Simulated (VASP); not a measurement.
# Nb: single point with PBEsol

Nb:

```xyz
1
Lattice="2.8340 0.0000 0.0000 -0.9447 2.6719 0.0000 0.9447 1.3360 2.3140" Properties=species:S:1:pos:R:3 pbc="T T T"
Nb    0.0000    0.0000    0.0000
```

| Property | Result |
| --- | --- |
| Program | VASP 6.6.1 |
| Task | single point |
| Functional | PBEsol |
| Potentials or basis | VASP PAW PBE potentials, release 64 (Nb_sv) |
| Cutoff | 520 eV |
| k mesh | 13 × 13 × 15 |
| Occupations | gaussian, width 0.1 eV |
| Spin | no spin polarisation |

```yaml
Pressure: -0.6 GPa
Band_gap_on_the_k_mesh: zero (an odd number of electrons rules out a gap without spin polarisation)
```

Levels at points of the mesh, in eV from the Fermi level:
| k point | band 4 | band 5 | band 6 | band 7 | band 8 | band 9 | band 10 | band 11 |
| --- | --- | --- | --- | --- | --- | --- | --- | --- |
| (0.00, 0.00, 0.00) | -29.48 | -6.01 | 0.36 | 0.36 | 0.37 | 3.37 | 3.37 | 14.29 |

Wall time 3.2 min on 1 thread of Intel(R) Xeon(R) 6975P-C (Granite Rapids), on a shared host, peak memory 0.36 GiB.

Caveat: the PAW data sets were made with another functional, which shifts forces and pressure a little.
